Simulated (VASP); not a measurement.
# N (Fd-3m) in VASP: single point with PBE

Aim: the single point of N with PBE.

All numbers are computed with VASP 6.6.1; they aren't measurements. Logs are shortened: lines on timing, memory, paths and dates and some standing lists are left out, and cuts for length are marked.

**1. The cell of the first run**

The structure is cubic, space group Fd-3m (No. 227). Conventional cell: a = 4.193 Å, b = 4.193 Å, c = 4.193 Å, α = 90.00°, β = 90.00°, γ = 90.00°. Within 2.4 Å of N (site symmetry -43m) lie 4 N at 1.82 Å.

**2. Single point, PBE**

The input, INCAR:

```
SYSTEM = N
ALGO = Normal ; EDIFF = 1E-6
ENCUT = 520 ; GGA = PE
ISIF = 2 ; ISMEAR = -1
LASPH = .TRUE. ; LCHARG = .FALSE.
LREAL = .FALSE. ; LWAVE = .FALSE.
NBANDS = 12 ; NELM = 60
PREC = Accurate ; SIGMA = 0.13605693000000002
```

The input, KPOINTS:

```
k-points
0
G
  11 11 11
  0 0 0
```

The input, POSCAR:

```
N
1.0
    0.0000000000      2.0962897449      2.0962897449
    2.0962897449      0.0000000000      2.0962897449
    2.0962897449      2.0962897449      0.0000000000
N
2
Direct
    0.0000000000      0.0000000000      0.0000000000
    0.2500000000      0.2500000000      0.2500000000
```

Potentials or basis: VASP PAW PBE potentials, release 64 (N).

Started as:

```console
$ cat potpaw_PBE.64/N/POTCAR > POTCAR
$ mpirun -np 1 vasp_std > vasp.out
```

OUTCAR:

```text
SYSTEM = N
   EDIFF = 1E-6
   ENCUT = 520
   GGA = PE
   ISIF = 2
   ISMEAR = -1
   LASPH = .TRUE.
   LREAL = .FALSE.
   NELM = 60
   PREC = Accurate

 ion  position               nearest neighbor table
   1  0.000  0.000  0.000-
   2  0.250  0.250  0.250-

  LATTYP: Found a face centered cubic cell.
 ALAT       =     4.1925794898

  Lattice vectors:

 A1 = (   0.0000000000,   2.0962897449,   2.0962897449)
 A2 = (   2.0962897449,   0.0000000000,   2.0962897449)
 A3 = (   2.0962897449,   2.0962897449,   0.0000000000)

Analysis of symmetry for initial positions (statically):
=====================================================================
 Subroutine PRICEL returns:
 Original cell was already a primitive cell.

 Routine SETGRP: Setting up the symmetry group for a
 face centered cubic supercell.

 Subroutine GETGRP returns: Found 48 space group operations
 (whereof 24 operations were pure point group operations)
 out of a pool of 48 trial point group operations.

The static configuration has the point symmetry T_d .
 The point group associated with its full space group is O_h .

Analysis of symmetry for dynamics (positions and initial velocities):
=====================================================================
 Subroutine PRICEL returns:
 Original cell was already a primitive cell.

 Routine SETGRP: Setting up the symmetry group for a
 face centered cubic supercell.

 Subroutine GETGRP returns: Found 48 space group operations
 (whereof 24 operations were pure point group operations)
 out of a pool of 48 trial point group operations.

The dynamic configuration has the point symmetry T_d .
 The point group associated with its full space group is O_h .

 Subroutine INISYM returns: Found 48 space group operations
 (whereof 24 operations are pure point group operations),
 and found     1 'primitive' translations

----------------------------------------------------------------------------------------

                                     Primitive cell

  volume of cell :      18.4240

  direct lattice vectors                    reciprocal lattice vectors
     0.000000000  2.096289745  2.096289745    -0.238516646  0.238516646  0.238516646
     2.096289745  0.000000000  2.096289745     0.238516646 -0.238516646  0.238516646
     2.096289745  2.096289745  0.000000000     0.238516646  0.238516646 -0.238516646

  length of vectors
     2.964601388  2.964601388  2.964601388     0.413122950  0.413122950  0.413122950

  position of ions in fractional coordinates (direct lattice)
     0.000000000  0.000000000  0.000000000
     0.250000000  0.250000000  0.250000000

  ion indices of the primitive-cell ions
   primitive index   ion index
                 1           1
                 2           2

----------------------------------------------------------------------------------------

 KPOINTS: k-points

Automatic generation of k-mesh.
 Grid dimensions read from file:
 generate k-points for:   11   11   11

 Generating k-lattice:

  Cartesian coordinates                     Fractional coordinates (reciprocal lattice)
    -0.021683331  0.021683331  0.021683331     0.090909091  0.000000000  0.000000000
     0.021683331 -0.021683331  0.021683331     0.000000000  0.090909091  0.000000000
     0.021683331  0.021683331 -0.021683331     0.000000000  0.000000000  0.090909091

  Length of vectors
     0.037556632  0.037556632  0.037556632

  Shift w.r.t. Gamma in fractional coordinates (k-lattice)
     0.000000000  0.000000000  0.000000000

 Subroutine IBZKPT returns following result:
 ===========================================

 Found     56 irreducible k-points:

 Following reciprocal coordinates:
            Coordinates               Weight
  0.000000  0.000000  0.000000      1.000000
  0.090909  0.000000  0.000000      8.000000
  0.181818  0.000000  0.000000      8.000000
  0.272727  0.000000  0.000000      8.000000
  0.363636  0.000000  0.000000      8.000000
  0.454545  0.000000  0.000000      8.000000
[... 16 lines left out ...]
 -0.272727  0.181818  0.000000     24.000000
 -0.181818  0.181818  0.000000     12.000000
 [... further k-points ...]
   k-points           NKPTS =     56   k-points in BZ     NKDIM =     56   number of bands    NBANDS=     12
   number of dos      NEDOS =    301   number of ions     NIONS =      2
   total plane-waves  NPLWV =  13824
   dimension x,y,z NGX =    24 NGY =   24 NGZ =   24
   dimension x,y,z NGXF=    48 NGYF=   48 NGZF=   48
   ions per type =               2
   NGX,Y,Z   is equivalent  to a cutoff of  13.46, 13.46, 13.46 a.u.
   NGXF,Y,Z  is equivalent  to a cutoff of  26.92, 26.92, 26.92 a.u.
 SYSTEM =  N
   PREC   = accura    normal or accurate (medium, high low for compatibility)
   ISTART =      0    job   : 0-new  1-cont  2-samecut
   ICHARG =      2    charge: 1-file 2-atom 10-const
   ISPIN  =      1    spin polarized calculation?
   LNONCOLLINEAR =      F non collinear calculations
   LSORBIT =      F    spin-orbit coupling
   LASPH  =      T    aspherical Exc in radial PAW
   ENCUT  =  520.0 eV  38.22 Ry    6.18 a.u.   5.51  5.51  5.51*2*pi/ulx,y,z
   NELM   =     60;   NELMIN=  2; NELMDL= -5     # of ELM steps
   EDIFF  = 0.1E-05   stopping-criterion for ELM
   LREAL  =      F    real-space projection
   EDIFFG = 0.1E-04   stopping-criterion for IOM
   NSW    =      0    number of steps for IOM
   IBRION =     -1    ionic relax: 0-MD 1-quasi-New 2-CG
   NFREE  =      0    steps in history (QN), initial steepest desc. (CG)
   ISIF   =      2    stress and relaxation
   ISYM   =      2    0-nonsym 1-usesym 2-fastsym
   POTIM  = 0.5000    time-step for ionic-motion
   TEBEG  =    0.0;   TEEND  =   0.0 temperature during run
   PSTRESS=    0.0 pullay stress
   NELECT =      10.0000    total number of electrons
   NUPDOWN=      -1.0000    fix difference up-down
   EMIN   =  10.00;   EMAX   =-10.00  energy-range for DOS
   EFERMI =   0.00;   METHOD = LEGACY
   ISMEAR =    -1;   SIGMA  =   0.14  broadening in eV -4-tet -1-fermi 0-gaus
   EFERMI_NEDOS =   21; number of points for ismear=-14 and -15
   IALGO  =     38    algorithm
   IMIX   =      4    mixing-type and parameters
     AMIX     =   0.40;   BMIX     =  1.00
     AMIX_MAG =   1.60;   BMIX_MAG =  1.00
  volume/ion in A,a.u.               =       9.21        62.17
  Fermi-wavevector in a.u.,A,eV,Ry     =   1.335407  2.523553 24.263417  1.783311
  Thomas-Fermi vector in A             =   2.464113
   LORBIT       =      0    0 simple, 1 ext, 2 COOP (PROOUT), +10 PAW based schemes
   GGA     = PE    functional components
   LHFCALC =     F    Hartree Fock is set to
   AEXX    =    0.0000 exact exchange contribution
   IVDW    =     0    specifies the selected vdW correction
   LEPSILON=     F    determine dielectric tensor
   LRPA    =     F    only Hartree local field effects (RPA)
 non-spin polarized calculation
  energy-cutoff  :      520.00
  volume of cell :       18.42
 maximum number of plane-waves:       531
 NGX is ok and might be reduce to    24
   NGX = 11   NGY = 11   NGZ = 11

 number of electron      10.0000001 magnetization

 Free energy of the ion-electron system (eV)
  ---------------------------------------------------
  ext. energy  EPLUGINS =         0.00000000
  ---------------------------------------------------
  free energy    TOTEN  =       -10.42804873 eV

  energy without entropy =      -10.37501131  energy(sigma->0) =      -10.40153002

 E-fermi :   4.2352     XC(G=0): -10.9511

 val. band max:        4.1662621524   @ k =   0.1818   0.1818   0.0000
 cond. band min:       4.2757959294   @ k =   0.2727   0.1818   0.0000
 fundamental gap:      0.1095337770
 Fermi energy:         4.2352231580

 k-point     1 :       0.0000    0.0000    0.0000
  band No.  band energies     occupation
      1     -16.1498      2.00000
      2      -1.8295      2.00000
      3       0.6995      2.00000
      4       0.6995      2.00000
      5       0.6995      2.00000
      6       4.7908      0.03313
      7       4.7908      0.03313
      8       4.7908      0.03313
      9      15.1035      0.00000
     10      26.4674      0.00000
     11      26.4681      0.00000
     12      26.7342      0.00000

 k-point     2 :       0.0909    0.0000    0.0000
  band No.  band energies     occupation
      1     -16.0093      2.00000
      2      -2.6677      2.00000
      3       0.5400      2.00000
      4       0.5400      2.00000
      5       1.0466      2.00000
      6       4.9900      0.00776
      7       4.9900      0.00776
      8       5.0568      0.00476
      9      15.3975      0.00000
     10      24.8022      0.00000
     11      24.8022      0.00000
     12      25.7221      0.00000

 k-point     3 :       0.1818    0.0000    0.0000
  band No.  band energies     occupation
      1     -15.5973      2.00000
      2      -4.2973      2.00000
      3       0.1741      2.00000
      4       0.1741      2.00000
      5       1.2881      2.00000
      6       5.4521      0.00026
      7       5.4521      0.00026
      8       5.8769      0.00001
      9      16.0854      0.00000
     10      23.6428      0.00000
     11      23.6428      0.00000
     12      24.1342      0.00000
[... 286 lines left out ...]
 k-point    23 :      -0.2727    0.1818    0.0000
  band No.  band energies     occupation
      1     -13.9704      2.00000
      2      -7.5518      2.00000
      3      -2.5216      2.00000
      4      -0.5433      2.00000
      5       2.7379      1.99997
      6       6.4562      0.00000
      7       6.5093      0.00000
      8       7.7679      0.00000
      9      17.1214      0.00000
     10      20.1941      0.00000
     11      22.0208      0.00000
     12      27.1964      0.00000

 k-point    24 :      -0.1818    0.1818    0.0000
  band No.  band energies     occupation
      1     -14.7209      2.00000
      2      -6.2488      2.00000
      3      -1.8668      2.00000
      4      -0.1212      2.00000
      5       2.4797      2.00000
      6       5.9071      0.00001
      7       6.0480      0.00000
      8       7.2058      0.00000
      9      16.9338      0.00000
     10      21.0191      0.00000
     11      21.8869      0.00000
     12      28.1074      0.00000

 [... further k-points ...]
[... 5 lines left out ...]
  --------------------------------------------------------------------------------------
  -------------------------------------------------------------------------------------
  Total       -0.0873400     -0.0873400     -0.0873400      0.0000000     -0.0000000     -0.0000000
  in kB       -7.5952114     -7.5952114     -7.5952114      0.0000000     -0.0000000     -0.0000000
  external PRESSURE =      -7.5952114 kB  Pullay stress =       0.0000000 kB

 VOLUME and BASIS-vectors are now :
 -----------------------------------------------------------------------------
  energy-cutoff  :      520.00
  volume of cell :       18.42
      direct lattice vectors                 reciprocal lattice vectors
     0.000000000  2.096289745  2.096289745    -0.238516646  0.238516646  0.238516646
     2.096289745  0.000000000  2.096289745     0.238516646 -0.238516646  0.238516646
     2.096289745  2.096289745  0.000000000     0.238516646  0.238516646 -0.238516646

 POSITION                                       TOTAL-FORCE (eV/Angst)
 -----------------------------------------------------------------------------------
      0.00000      0.00000      0.00000        -0.000000     -0.000000     -0.000000
      1.04814      1.04814      1.04814         0.000000      0.000000      0.000000
 -----------------------------------------------------------------------------------
    total drift:                               -0.000000      0.000000      0.000000

  FREE ENERGIE OF THE ION-ELECTRON SYSTEM (eV)
  ---------------------------------------------------
  free  energy   TOTEN  =       -10.4280487308 eV

  energy  without entropy=      -10.3750113082  energy(sigma->0) =      -10.40153002
```

Run time: 5.3 s. Hardware: 1 thread of Intel Xeon Platinum 8375C at 2.90GHz (Ice Lake), shared host; peak memory 0.13 GiB.

What came out:

- Free energy: -10.4280 eV
- Pressure: -0.8 GPa
- Band gap on the k mesh: zero (band 5 reaches 4.81 eV, above the bottom of band 6 at 3.73 eV)
